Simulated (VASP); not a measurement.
# Al (Pm-3m) in VASP: notebook, part 2 of 2

VASP 6.6.1. Earlier steps stand in the parts before.

## (3) Single point, PBE (volume scaled by 0.92)

INCAR reads:

```
SYSTEM = Al
PREC = Accurate ; ENCUT = 520
EDIFF = 1E-6 ; ISMEAR = -1
SIGMA = 0.1 ; LREAL = .FALSE.
LASPH = .TRUE. ; NELM = 100
ALGO = Normal ; ISIF = 2
LWAVE = .FALSE. ; LCHARG = .TRUE.
GGA = PE ; LELF = .TRUE.
LVHAR = .TRUE. ; NBANDS = 8
```

KPOINTS reads:

```
regular mesh
0
G
  13 13 13
  0 0 0
```

POSCAR reads:

```
Al
1.0
    2.6472301359      0.0000000000      0.0000000000
    0.0000000000      2.6472301359      0.0000000000
    0.0000000000      0.0000000000      2.6472301359
Al
1
Direct
    0.0000000000      0.0000000000      0.0000000000
```

Potentials or basis: VASP PAW PBE potentials, release 64 (Al).

Launch:

```bash
$ cat potpaw_PBE.64/Al/POTCAR > POTCAR
$ mpirun -np 1 vasp_std > vasp.out
```

OUTCAR:

```text
SYSTEM = Al
   PREC = Accurate
   ENCUT = 520
   EDIFF = 1E-6
   ISMEAR = -1
   LREAL = .FALSE.
   LASPH = .TRUE.
   NELM = 100
   ISIF = 2
   GGA = PE

 ion  position               nearest neighbor table
   1  0.000  0.000  0.000-

  LATTYP: Found a simple cubic cell.
 ALAT       =     2.6472301359

  Lattice vectors:

 A1 = (   2.6472301359,   0.0000000000,   0.0000000000)
 A2 = (   0.0000000000,   2.6472301359,   0.0000000000)
 A3 = (   0.0000000000,   0.0000000000,   2.6472301359)

Analysis of symmetry for initial positions (statically):
=====================================================================
 Subroutine PRICEL returns:
 Original cell was already a primitive cell.

 Routine SETGRP: Setting up the symmetry group for a
 simple cubic supercell.

 Subroutine GETGRP returns: Found 48 space group operations
 (whereof 48 operations were pure point group operations)
 out of a pool of 48 trial point group operations.

The static configuration has the point symmetry O_h .

Analysis of symmetry for dynamics (positions and initial velocities):
=====================================================================
 Subroutine PRICEL returns:
 Original cell was already a primitive cell.

 Routine SETGRP: Setting up the symmetry group for a
 simple cubic supercell.

 Subroutine GETGRP returns: Found 48 space group operations
 (whereof 48 operations were pure point group operations)
 out of a pool of 48 trial point group operations.

The dynamic configuration has the point symmetry O_h .

 Subroutine INISYM returns: Found 48 space group operations
 (whereof 48 operations are pure point group operations),
 and found     1 'primitive' translations

----------------------------------------------------------------------------------------

                                     Primitive cell

  volume of cell :      18.5513

  direct lattice vectors                    reciprocal lattice vectors
     2.647230136  0.000000000  0.000000000     0.377753330  0.000000000  0.000000000
     0.000000000  2.647230136  0.000000000     0.000000000  0.377753330  0.000000000
     0.000000000  0.000000000  2.647230136     0.000000000  0.000000000  0.377753330

  length of vectors
     2.647230136  2.647230136  2.647230136     0.377753330  0.377753330  0.377753330

  position of ions in fractional coordinates (direct lattice)
     0.000000000  0.000000000  0.000000000

  ion indices of the primitive-cell ions
   primitive index   ion index
                 1           1

----------------------------------------------------------------------------------------

 KPOINTS: regular mesh

Automatic generation of k-mesh.
 Grid dimensions read from file:
 generate k-points for:   13   13   13

 Generating k-lattice:

  Cartesian coordinates                     Fractional coordinates (reciprocal lattice)
     0.029057948  0.000000000  0.000000000     0.076923077  0.000000000  0.000000000
     0.000000000  0.029057948  0.000000000     0.000000000  0.076923077  0.000000000
     0.000000000  0.000000000  0.029057948     0.000000000  0.000000000  0.076923077

  Length of vectors
     0.029057948  0.029057948  0.029057948

  Shift w.r.t. Gamma in fractional coordinates (k-lattice)
     0.000000000  0.000000000  0.000000000

 Subroutine IBZKPT returns following result:
 ===========================================

 Found     84 irreducible k-points:

 Following reciprocal coordinates:
            Coordinates               Weight
  0.000000  0.000000  0.000000      1.000000
  0.076923  0.000000  0.000000      6.000000
  0.153846  0.000000  0.000000      6.000000
  0.230769  0.000000  0.000000      6.000000
  0.307692  0.000000  0.000000      6.000000
  0.384615  0.000000  0.000000      6.000000
[... 16 lines left out ...]
  0.307692  0.307692  0.000000     12.000000
  0.384615  0.307692  0.000000     24.000000
 [... further k-points ...]
   k-points           NKPTS =     84   k-points in BZ     NKDIM =     84   number of bands    NBANDS=      8
   number of dos      NEDOS =    301   number of ions     NIONS =      1
   total plane-waves  NPLWV =   8000
   dimension x,y,z NGX =    20 NGY =   20 NGZ =   20
   dimension x,y,z NGXF=    40 NGYF=   40 NGZF=   40
   ions per type =               1
   NGX,Y,Z   is equivalent  to a cutoff of  12.56, 12.56, 12.56 a.u.
   NGXF,Y,Z  is equivalent  to a cutoff of  25.12, 25.12, 25.12 a.u.
 SYSTEM =  Al
   PREC   = accura    normal or accurate (medium, high low for compatibility)
   ISTART =      0    job   : 0-new  1-cont  2-samecut
   ICHARG =      2    charge: 1-file 2-atom 10-const
   ISPIN  =      1    spin polarized calculation?
   LNONCOLLINEAR =      F non collinear calculations
   LSORBIT =      F    spin-orbit coupling
   LASPH  =      T    aspherical Exc in radial PAW
   ENCUT  =  520.0 eV  38.22 Ry    6.18 a.u.   4.92  4.92  4.92*2*pi/ulx,y,z
   NELM   =    100;   NELMIN=  2; NELMDL= -5     # of ELM steps
   EDIFF  = 0.1E-05   stopping-criterion for ELM
   LREAL  =      F    real-space projection
   EDIFFG = 0.1E-04   stopping-criterion for IOM
   NSW    =      0    number of steps for IOM
   IBRION =     -1    ionic relax: 0-MD 1-quasi-New 2-CG
   NFREE  =      0    steps in history (QN), initial steepest desc. (CG)
   ISIF   =      2    stress and relaxation
   ISYM   =      2    0-nonsym 1-usesym 2-fastsym
   POTIM  = 0.5000    time-step for ionic-motion
   TEBEG  =    0.0;   TEEND  =   0.0 temperature during run
   PSTRESS=    0.0 pullay stress
   NELECT =       3.0000    total number of electrons
   NUPDOWN=      -1.0000    fix difference up-down
   EMIN   =  10.00;   EMAX   =-10.00  energy-range for DOS
   EFERMI =   0.00;   METHOD = LEGACY
   ISMEAR =    -1;   SIGMA  =   0.10  broadening in eV -4-tet -1-fermi 0-gaus
   EFERMI_NEDOS =   21; number of points for ismear=-14 and -15
   IALGO  =     38    algorithm
   IMIX   =      4    mixing-type and parameters
     AMIX     =   0.40;   BMIX     =  1.00
     AMIX_MAG =   1.60;   BMIX_MAG =  1.00
  volume/ion in A,a.u.               =      18.55       125.19
  Fermi-wavevector in a.u.,A,eV,Ry     =   0.891915  1.685475 10.823607  0.795513
  Thomas-Fermi vector in A             =   2.013797
   LORBIT       =      0    0 simple, 1 ext, 2 COOP (PROOUT), +10 PAW based schemes
   GGA     = PE    functional components
   LHFCALC =     F    Hartree Fock is set to
   AEXX    =    0.0000 exact exchange contribution
   IVDW    =     0    specifies the selected vdW correction
   LEPSILON=     F    determine dielectric tensor
   LRPA    =     F    only Hartree local field effects (RPA)
 non-spin polarized calculation
  energy-cutoff  :      520.00
  volume of cell :       18.55
 maximum number of plane-waves:       513
 NGX is ok and might be reduce to    20
   NGX =  9   NGY =  9   NGZ =  9

 number of electron       3.0000000 magnetization

 Free energy of the ion-electron system (eV)
  ---------------------------------------------------
  ext. energy  EPLUGINS =         0.00000000
  ---------------------------------------------------
  free energy    TOTEN  =        -3.35214629 eV

  energy without entropy =       -3.33497488  energy(sigma->0) =       -3.34356059

 E-fermi :   6.3955     XC(G=0):  -9.7161

 val. band max:        6.3218611252   @ k =   0.3846   0.3846   0.0000
 cond. band min:       6.4320456427   @ k =   0.3846   0.3846   0.0769
 fundamental gap:      0.1101845175
 Fermi energy:         6.3955003688

 k-point     1 :       0.0000    0.0000    0.0000
  band No.  band energies     occupation
      1      -3.6411      2.00000
      2      14.5962      0.00000
      3      14.5962      0.00000
      4      16.1611      0.00000
      5      16.1611      0.00000
      6      16.1611      0.00000
      7      22.8338      0.00000
      8      31.5453      0.00000

 k-point     2 :       0.0769    0.0000    0.0000
  band No.  band energies     occupation
      1      -3.5172      2.00000
      2      12.8545      0.00000
      3      14.7005      0.00000
      4      16.2643      0.00000
      5      16.2643      0.00000
      6      17.6610      0.00000
      7      23.3481      0.00000
      8      30.5683      0.00000
[... 221 lines left out ...]
 k-point    23 :       0.3077    0.3077    0.0000
  band No.  band energies     occupation
      1       0.2619      2.00000
      2       7.2172      0.00054
      3       8.7933      0.00000
      4      15.5057      0.00000
      5      19.4139      0.00000
      6      21.6961      0.00000
      7      25.3899      0.00000
      8      27.0773      0.00000

 k-point    24 :       0.3846    0.3077    0.0000
  band No.  band energies     occupation
      1       1.3305      2.00000
      2       5.8703      1.98958
      3       9.1979      0.00000
      4      13.7375      0.00000
      5      20.2938      0.00000
      6      22.6491      0.00000
      7      24.2753      0.00000
      8      27.1762      0.00000

 [... further k-points ...]
[... 5 lines left out ...]
  --------------------------------------------------------------------------------------
  -------------------------------------------------------------------------------------
  Total        0.6565397      0.6565397      0.6565397     -0.0000000      0.0000000     -0.0000000
  in kB       56.7017512     56.7017512     56.7017512     -0.0000000      0.0000000     -0.0000000
  external PRESSURE =      56.7017512 kB  Pullay stress =       0.0000000 kB

 VOLUME and BASIS-vectors are now :
 -----------------------------------------------------------------------------
  energy-cutoff  :      520.00
  volume of cell :       18.55
      direct lattice vectors                 reciprocal lattice vectors
     2.647230136  0.000000000  0.000000000     0.377753330  0.000000000  0.000000000
     0.000000000  2.647230136  0.000000000     0.000000000  0.377753330  0.000000000
     0.000000000  0.000000000  2.647230136     0.000000000  0.000000000  0.377753330

 POSITION                                       TOTAL-FORCE (eV/Angst)
 -----------------------------------------------------------------------------------
      0.00000      0.00000      0.00000         0.000000      0.000000      0.000000
 -----------------------------------------------------------------------------------
    total drift:                               -0.000000      0.000000      0.000000

  FREE ENERGIE OF THE ION-ELECTRON SYSTEM (eV)
  ---------------------------------------------------
  free  energy   TOTEN  =        -3.3521462899 eV

  energy  without entropy=       -3.3349748814  energy(sigma->0) =       -3.34356059
```

OSZICAR:

```text
N       E                     dE             d eps       ncg     rms          rms(c)
DAV:   1    -0.195786664240E+01   -0.19579E+01   -0.80606E+02  1344   0.200E+02
DAV:   2    -0.335028953873E+01   -0.13924E+01   -0.13517E+01  1720   0.182E+01
DAV:   3    -0.335980175268E+01   -0.95122E-02   -0.95052E-02  1768   0.164E+00
DAV:   4    -0.335984064232E+01   -0.38890E-04   -0.38889E-04  1832   0.894E-02
DAV:   5    -0.335984084990E+01   -0.20758E-06   -0.20782E-06  1816   0.465E-03    0.112E+00
DAV:   6    -0.335524972866E+01    0.45911E-02   -0.17535E-03  1688   0.163E-01    0.655E-01
DAV:   7    -0.335213605760E+01    0.31137E-02   -0.45825E-03  1664   0.257E-01    0.105E-01
DAV:   8    -0.335214679241E+01   -0.10735E-04   -0.33314E-05  1904   0.383E-02    0.199E-02
DAV:   9    -0.335214628995E+01    0.50246E-06   -0.89376E-07  1688   0.383E-03
   1 F= -.33521463E+01 E0= -.33435606E+01  d E =-.171714E-01
```

It took 3.3 s on 1 thread of Intel Xeon 6975P-C (Granite Rapids), shared host; peak memory 0.12 GiB.

What came out:

```
Free energy : -3.3521 eV
Pressure    : 5.7 GPa
```

Levels at points of the mesh, in eV from the Fermi level:
```
           k point  band 1  band 2  band 3  band 4  band 5
(0.00, 0.00, 0.00)  -10.04    8.20    8.20    9.77    9.77
```
